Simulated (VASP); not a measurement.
Set up this calculation in VASP 6.6.1, as the native input.

```yaml
Task: single point
Functional: PBEsol
Potentials_or_basis: VASP PAW PBE potentials, release 64 (F, O, K_sv, Tl_d)
Cutoff: 520 eV
k_mesh: 5 × 5 × 5
Occupations: methfessel-paxton, width 0.2327 eV
Spin: no spin polarisation
Dipole_correction: no
Further_INCAR_settings: ALGO = Normal; EDIFF = 1e-06; NBANDS = 33
```

The structure of KTlO2F2 lies in POSCAR:

```
KTlO2F2
1.0
    1.3227180000     -4.0408750000      0.0000000000
    0.0000000000      2.2369210000     -3.6158610000
    5.5110540000      4.0408750000      0.0000000000
F O K Tl
2 2 1 1
Direct
    0.3560000000      0.6440000000      0.0680000000
    0.6440000000      0.3560000000      0.9320000000
    0.1020000000      0.8980000000      0.3060000000
    0.8980000000      0.1020000000      0.6940000000
    0.5000000000      0.5000000000      0.5000000000
    0.0000000000      0.0000000000      0.0000000000
```

These files were run (other wordings do the same):

INCAR

```
ALGO     = Normal         # electronic algorithm
EDIFF    = 1E-6           # SCF threshold, eV
ENCUT    = 520            # plane-wave cutoff, eV
GGA      = PS             # functional
ISIF     = 2              # what is computed and relaxed
ISMEAR   = 1              # smearing method
LASPH    = T              # aspherical terms in the spheres
LCHARG   = F              # write CHGCAR
LREAL    = F              # projectors in reciprocal space
LWAVE    = F              # write WAVECAR
NBANDS   = 33             # bands
NELM     = 80             # most SCF steps
PREC     = Accurate       # precision mode
SIGMA    = 0.2327         # smearing width, eV
```

KPOINTS

```
k-points
0
Gamma
  5 5 5
```

Potentials or basis: VASP PAW PBE potentials, release 64 (F, O, K_sv, Tl_d).

Launch:

```sh
$ cat potpaw_PBE.64/F/POTCAR potpaw_PBE.64/O/POTCAR potpaw_PBE.64/K_sv/POTCAR potpaw_PBE.64/Tl_d/POTCAR > POTCAR
$ mpirun -np 1 vasp_std > vasp.out
```

Results of the run:

| Quantity | Value |
| --- | --- |
| Pressure | 0.6 GPa |
| Largest force | 0.698 eV/Å |
| Band gap on the k mesh | zero (band 24 reaches -0.90 eV, above the bottom of band 25 at -1.15 eV) |

Caveat: the PAW data sets were made with another functional, which shifts forces and pressure a little; spin-orbit coupling is left out, which moves the levels of the heavy elements.

It took 89 s on 1 thread of AMD EPYC 7R43 64-Core Processor (Zen 3) (shared host), peak memory 0.22 GiB.
